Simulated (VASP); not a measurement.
Write the native input for VASP 6.6.1 that does the following.

* Task: single point
* Functional: PBEsol
* Potentials or basis: VASP PAW PBE potentials, release 64 (Ba_sv, Sr_sv, Zr_sv, O)
* Cutoff: 520 eV
* k mesh: 2 × 2 × 2, shifted
* Occupations: fermi-dirac, width 0.05 eV
* Spin: collinear spin
* Starting moments: [0.05, 0.05, 0.05, 0.05, 0.05, 0.05, 0.05, 0.05, 0.05, 0.05, 0.05, 0.05, 0.05, 0.05, 0.05, 0.05, 0.05, 0.05, 0.05, 0.05] μB
* Dipole correction: no
* Further INCAR settings: ALGO = Normal; EDIFF = 1e-06; NBANDS = 100

The structure of Ba3SrZr4O12 (a cell with a defect) lies in POSCAR:

```
Ba3SrZr4O12
1.0
    8.3619610000      0.0000000000      0.0000000000
    0.0000000000      8.3619610000      0.0000000000
    0.0000000000      0.0000000000      4.1809800000
Ba Sr Zr O
3 1 4 12
Direct
    0.0028740000      0.0038190000      0.9621870000
    0.0054620000      0.5273590000      0.0029800000
    0.5208420000      0.9921790000      0.0391160000
    0.4983920000      0.4940120000      0.0016460000
    0.2221350000      0.2536330000      0.5230420000
    0.2508520000      0.7634110000      0.5205650000
    0.7413530000      0.2373110000      0.5222440000
    0.7477160000      0.7498710000      0.4751670000
    0.2538760000      0.2226110000      0.0124180000
    0.2482970000      0.7430100000      0.9659880000
    0.7525770000      0.2437250000      0.0048260000
    0.7379610000      0.7547810000      0.0227190000
    0.9955380000      0.2430040000      0.5550530000
    0.9993800000      0.7488240000      0.4729210000
    0.4858910000      0.2485750000      0.4931520000
    0.4993770000      0.7488900000      0.5335380000
    0.2666910000      0.9906870000      0.4973970000
    0.2495050000      0.5001960000      0.5173260000
    0.7600350000      0.9908190000      0.5295230000
    0.7349600000      0.5005870000      0.4896870000
```

One way to write it, as run:

INCAR

```
ALGO = Normal ; EDIFF = 1E-6
ENCUT = 520 ; GGA = PS
GGA_COMPAT = F ; ISIF = 2
ISMEAR = -1 ; ISPIN = 2
LASPH = T ; LCHARG = F
LMAXMIX = 4 ; LORBIT = 11
LREAL = F ; LWAVE = F
MAGMOM = 0.05 0.05 0.05 0.05 0.05 0.05 0.05 0.05 0.05 0.05 0.05 0.05 0.05 0.05 0.05 0.05 0.05 0.05 0.05 0.05 ; NBANDS = 100
NELM = 200 ; PREC = Accurate
SIGMA = 0.05
```

KPOINTS

```
Automatic mesh
0
Gamma
  2 2 2
  0.5 0.5 0.5
```

Potentials or basis: VASP PAW PBE potentials, release 64 (Ba_sv, Sr_sv, Zr_sv, O).

Command:

```sh
$ cat potpaw_PBE.64/Ba_sv/POTCAR potpaw_PBE.64/Sr_sv/POTCAR potpaw_PBE.64/Zr_sv/POTCAR potpaw_PBE.64/O/POTCAR > POTCAR
$ mpirun -np 1 vasp_std > vasp.out
```

Results of the run:

* Pressure: 2.8 GPa
* Largest force: 5.574 eV/Å
* Band gap on the k mesh: 3.93 eV
* Net moment: 0.00 μB per cell
* Valence electrons inside the program's atomic spheres: Ba 7.94, 7.91, 7.93; Sr 7.87; Zr 9.80, 9.99, 9.72, 9.91; O 5.00, 5.05, 5.01, 5.08, 5.03, 4.97, 5.02, 5.06, 4.99 (each value once)

Caveat: the k points lie up to 0.75 Å⁻¹ apart; the PAW data sets were made with another functional, which shifts forces and pressure a little; spin-orbit coupling is left out, which moves the levels of the heavy elements.

It took 6.5 min on 1 thread of Intel(R) Xeon(R) Platinum 8259CL CPU @ 2.50GHz (Skylake/Cascade Lake), with other jobs on the host, peak memory 0.56 GiB.
